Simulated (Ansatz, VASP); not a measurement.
## One calculation of Co2Si, two programs

```
CELL_PARAMETERS angstrom
3.88823 0.00000 0.00000
-1.94412 3.36731 0.00000
0.00000 0.00000 4.89365
ATOMIC_POSITIONS crystal
Co 0.00000 0.00000 0.50000
Co 0.00000 0.00000 0.00000
Co 0.33333 0.66667 0.75000
Co 0.66667 0.33333 0.25000
Si 0.66667 0.33333 0.75000
Si 0.33333 0.66667 0.25000
```

Alike in both runs: functional PBE; k mesh 12 × 12 × 6; occupations gaussian, width 0.1 eV; no spin polarisation.

Ansatz relaxed the structure, and its values are those at the end. VASP's run is a single point on that final structure, the one shown.

|  | VASP | Ansatz |
| --- | --- | --- |
| version | VASP 6.6.1 | Ansatz 0.2.0 |
| potentials or method | VASP PAW PBE potentials, release 64 (Co, Si), cutoff 520 eV | scalar-relativistic, plane waves, PAW |
| valence electrons in the cell | 44 | 76 |

|  | VASP | Ansatz | Ansatz less VASP |
| --- | --- | --- | --- |
| gap on the k mesh at the Fermi level (eV) | none | none | - |
| pressure (GPa) | -0.1 | 0.0 | +0.06 |

A gap of «none» marks a metal or a gap that the smearing closes. VASP's potentials hold 44 valence electrons a cell and Ansatz's 76, so a difference there can come from the potentials and not from the codes.
